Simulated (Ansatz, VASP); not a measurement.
Two plane-wave programs on PtSe2

```xyz
3
Lattice="3.9195 0.0000 0.0000 -1.9598 3.3944 0.0000 0.0000 0.0000 5.0620" Properties=species:S:1:pos:R:3 pbc="T T T"
Pt    0.0000    0.0000    0.0000
Se    0.0000    2.2629    1.2655
Se    1.9598    1.1315    3.7965
```

Change from the starting cell: strain +0.0525 x Voigt [1, 1, 0, 0, 0, 0], atoms carried along.

Alike in both runs: task single point; functional PBEsol; dispersion D3(BJ); k mesh 12 × 12 × 10; occupations gaussian, width 0.15 eV; no spin polarisation.

|  | VASP | Ansatz |
| --- | --- | --- |
| version | VASP 6.6.1 | Ansatz 0.2.0 |
| potentials or method | VASP PAW PBE potentials, release 64 (Pt, Se), cutoff 520 eV | scalar-relativistic, plane waves, PAW |
| valence electrons in the cell | 22 | 50 |

|  | VASP | Ansatz | Ansatz less VASP |
| --- | --- | --- | --- |
| gap on the k mesh at the Fermi level (eV) | none | none | - |
| pressure (GPa) | -12.8 | -12.8 | 0.00 |
| traceless stress, the component that is largest in VASP (GPa) | 3.52 | 3.54 | +0.016 |
| rms of the force components (eV/Å) | 0.294 | 0.297 | +0.0030 |

VASP's potentials were made for PBE, not for PBEsol. Atom by atom the forces differ by 0.003 eV/Å (rms over components). A gap of «none» marks a metal or a gap that the smearing closes. VASP's potentials hold 22 valence electrons a cell and Ansatz's 50, so a difference there can come from the potentials and not from the codes.

Neither program's run includes spin-orbit coupling.
